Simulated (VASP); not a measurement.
Input of a VASP 6.6.1 run:

The input INCAR:

```
SYSTEM = Al2InN3
ALGO = Normal ; EDIFF = 1E-6
ENCUT = 520 ; GGA = PE
ISIF = 2 ; ISMEAR = 0
LASPH = .TRUE. ; LCHARG = .FALSE.
LREAL = .FALSE. ; LWAVE = .FALSE.
NBANDS = 46 ; NELM = 80
PREC = Accurate ; SIGMA = 0.05
```

The input KPOINTS:

```
k-points
0
G
  6 6 6
  0 0 0
```

File POSCAR:

```
Al2InN3
1.0
    4.7644139080     -2.8904712571      0.0000000000
    4.7644139080      2.8904712571      0.0000000000
    0.0000000000      0.0000000000      5.0866282720
Al In N
4 2 6
Direct
    0.0084427086      0.3348641725      0.9917411822
    0.6651358275      0.9915572914      0.9917411822
    0.9915572914      0.6651358275      0.4917411822
    0.3348641725      0.0084427086      0.4917411822
    0.3220722962      0.6779277038      0.9869930315
    0.6779277038      0.3220722962      0.4869930315
    0.0367610679      0.3336262977      0.3556963910
    0.6663737023      0.9632389321      0.3556963910
    0.9632389321      0.6663737023      0.8556963910
    0.3336262977      0.0367610679      0.8556963910
    0.2982358752      0.7017641248      0.4061317922
    0.7017641248      0.2982358752      0.9061317922
```

Potentials or basis: VASP PAW PBE potentials, release 64 (Al, In_d, N).

Launch:

```bash
$ cat potpaw_PBE.64/Al/POTCAR potpaw_PBE.64/In_d/POTCAR potpaw_PBE.64/N/POTCAR > POTCAR
$ mpirun -np 1 vasp_std > vasp.out
```

Problem. Predict the largest force.

Solution. 0.656 eV/Å.

Problem. Predict the band gap on the k mesh.

Solution. 2.33 eV.

Problem. Predict the pressure.

Solution. 7.9 GPa.

Stress tensor (GPa, compression positive):
```
12.85  0.00  0.00
 0.00 -3.08  0.00
 0.00  0.00 13.93
```

Caveat: the stress differs along the axes, from -3 to 14 GPa; spin-orbit coupling is left out, which moves the levels of the heavy elements. A k mesh can miss the band edges.
